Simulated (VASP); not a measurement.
The system is LaBiSe2O.

```
La Bi Se O
1.0
     4.15404    0.00000    0.00000
     0.00000    4.15404    0.00000
     0.00000    0.00000   14.84367
La Bi Se O
2 2 4 2
Direct
  0.00000 0.50000 0.91834
  0.50000 0.00000 0.08167
  0.00000 0.50000 0.36734
  0.50000 0.00000 0.63266
  0.00000 0.50000 0.18844
  0.50000 0.00000 0.81156
  0.00000 0.50000 0.60668
  0.50000 0.00000 0.39332
  0.00000 0.00000 0.00000
  0.50000 0.50000 0.00000
```

- Program: VASP 6.6.1
- Task: relaxation of cell and atoms
- Functional: PBEsol
- Dispersion: D3(BJ)
- Potentials or basis: VASP PAW PBE potentials, release 64 (La, Bi_d, Se, O)
- Cutoff: 600 eV
- k mesh: 3 × 3 × 1
- Occupations: gaussian, width 0.01 eV
- Spin: no spin polarisation

At the start: pressure -5.3 GPa; volume 25.61 Å³/atom.

Question: How do energy, volume and symmetry change on relaxing?

Answer: Over 16 steps the energy falls by 37.2 meV/atom and the volume is 23.41 Å³/atom (-8.6 %); space group P4/nmm (No. 129, to 0.1 Å) before and after.

The path:
| step | energy change (eV) | largest force (eV/Å) | pressure (GPa) | volume (Å³) |
| --- | --- | --- | --- | --- |
| 1 | 0.0000 | 0.2233 | -5.27 | 256.14 |
| 2 | -0.0765 | 1.6703 | 5.49 | 226.18 |
| 3 | -0.2982 | 0.7229 | -0.14 | 239.34 |
| 4 | -0.3453 | 0.2597 | -0.07 | 236.97 |
| 5 | -0.3542 | 0.0893 | 0.01 | 235.38 |
| 6 | -0.3660 | 0.1745 | 0.00 | 234.62 |
| 7 | -0.3661 | 0.1897 | 0.00 | 234.56 |
| 8 | -0.3701 | 0.0836 | 0.00 | 234.36 |
| 9 | -0.3707 | 0.0527 | 0.01 | 234.26 |
| 10 | -0.3712 | 0.0416 | -0.02 | 234.28 |
| 11 | -0.3720 | 0.0084 | -0.09 | 234.36 |
| 12 | -0.3720 | 0.0098 | -0.10 | 234.38 |
| 13 | -0.3718 | 0.0351 | 0.17 | 233.66 |
| 14 | -0.3721 | 0.0075 | -0.03 | 234.10 |
| 15 | -0.3721 | 0.0105 | 0.01 | 234.06 |
| 16 | -0.3721 | 0.0091 | 0.02 | 234.07 |

Final structure:
```
La Bi Se O
1.0
     4.06460    0.00000    0.00000
     0.00000    4.06460    0.00000
     0.00000    0.00000   14.16831
La Bi Se O
2 2 4 2
Direct
  0.00000 0.50000 0.91481
  0.50000 0.00000 0.08519
  0.00000 0.50000 0.37104
  0.50000 0.00000 0.62896
  0.00000 0.50000 0.18689
  0.50000 0.00000 0.81311
  0.00000 0.50000 0.60758
  0.50000 0.00000 0.39242
  0.00000 0.00000 0.00000
  0.50000 0.50000 0.00000
```

Caveat: the k points lie up to 0.52 Å⁻¹ apart in the final cell; the PAW data sets were made with another functional, which shifts forces and pressure a little.
